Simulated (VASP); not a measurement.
Crystal: WS2.

```xyz
3
Lattice="1.5859 0.9156 6.2375 -1.5859 0.9156 6.2375 0.0000 -1.8312 6.2375" Properties=species:S:1:pos:R:3 pbc="T T T"
W     0.0000    0.0000    0.0125
S     0.0000    0.0000    4.6885
S     0.0000    0.0000    7.8120
```

Base run:

```yaml
Program: VASP 6.6.1
Functional: r2SCAN
Potentials_or_basis: VASP PAW PBE potentials, release 64 (W_sv, S)
Cutoff: 520 eV
k_mesh: 10 × 10 × 10
Occupations: gaussian, width 0.01 eV
Spin: no spin polarisation
```

Its results: band gap on the k mesh 1.25 eV (least direct gap 2.32 eV); pressure 1.4 GPa; largest force 0.031 eV/Å.

Problem. The run is repeated on the same cell with these changes: functional from r2SCAN to PBE; further incar settings from ALGO = Normal; EDIFF = 1e-07; NBANDS = 20 to ALGO = Normal; EDIFF = 1e-06; NBANDS = 20. What comes out?

Solution. Band gap on the k mesh 1.14 eV (least direct gap 2.19 eV); pressure 3.2 GPa; largest force 0.197 eV/Å.

Caveats: spin-orbit coupling is left out, which moves the levels of the heavy elements; the PAW data sets were made with another functional, which shifts forces and pressure a little (at least some runs); the cell stands under pressure (at least some runs).

A k mesh can miss the band edges.
